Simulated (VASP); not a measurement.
Here is a VASP 6.6.1 calculation.

The input POSCAR:

```
AgI
1.0
    0.0000000000      3.2886328091      3.2886328091
    3.2886328091      0.0000000000      3.2886328091
    3.2886328091      3.2886328091      0.0000000000
Ag I
1 1
Direct
    0.0000000000      0.0000000000      0.0000000000
    0.2500000000      0.2500000000      0.2500000000
```

INCAR.step1

```
ALGO = Normal
EDIFF = 1E-5
ENCUT = 400
GGA = PE
GGA_COMPAT = False
ISIF = 2
ISMEAR = 0
LASPH = True
LCHARG = False
LREAL = False
LWAVE = True
NBANDS = 16
NELM = 120
PREC = Accurate
SIGMA = 0.01
```

INCAR.step2

```
ALGO = Normal
EDIFF = 1E-6
ENCUT = 400
GGA = PE
GGA_COMPAT = False
HFSCREEN = 0.2079
ISIF = 2
ISMEAR = 0
ISTART = 1
LASPH = True
LCHARG = False
LHFCALC = True
LREAL = False
LWAVE = False
NBANDS = 16
NELM = 120
PREC = Accurate
PRECFOCK = Normal
SIGMA = 0.01
```

File KPOINTS:

```
k-points
0
Gamma
  4 4 4
```

Potentials or basis: VASP PAW PBE potentials, release 64 (Ag, I).

Command:

```sh
$ cat potpaw_PBE.64/Ag/POTCAR potpaw_PBE.64/I/POTCAR > POTCAR
$ cp INCAR.step1 INCAR
$ mpirun -np 1 vasp_std > vasp.out
$ cp INCAR.step2 INCAR
$ mpirun -np 1 vasp_std > vasp.out
```

(1) Estimate the band gap on the k mesh.

(2) What does it give for the pressure?

Results:

(1) 2.48 eV.

(2) 0.4 GPa.

Caveat: the PAW data sets were made with another functional, which shifts forces and pressure a little; spin-orbit coupling is left out, which moves the levels of the heavy elements.
